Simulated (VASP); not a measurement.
## GaN: single point with LDA

The system is GaN.

```xyz
2
Lattice="0.0000 2.2277 2.2277 2.2277 0.0000 2.2277 2.2277 2.2277 0.0000" Properties=species:S:1:pos:R:3 pbc="T T T"
Ga    0.0000    0.0000    0.0000
N     1.1139    1.1139    1.1139
```

```
Program             : VASP 6.6.1
Task                : single point
Functional          : LDA
Potentials or basis : VASP PAW LDA potentials, release 64 (Ga_d, N_h)
Cutoff              : 1330 eV
k mesh              : 16 × 16 × 16
Occupations         : fermi-dirac, width 0.05 eV
Spin                : no spin polarisation
```

* Pressure: 1.0 GPa
* Band gap on the k mesh: 1.97 eV

Levels at points of the mesh, in eV from the valence-band top:
```tsv
k point	band 7	band 8	band 9	band 10	band 11	band 12
(0.00, 0.00, 0.00)	0.00	0.00	0.00	1.97	10.33	10.33
(0.50, 0.00, 0.00)	-7.35	-1.02	-1.02	4.78	8.77	10.39
(0.50, 0.50, 0.00)	-6.35	-2.86	-2.86	3.26	6.69	11.75
```

It took 2.1 min on 1 thread of Intel(R) Xeon(R) Platinum 8375C CPU @ 2.90GHz (Ice Lake), on a shared host, peak memory 0.35 GiB.

A k mesh can miss the band edges.
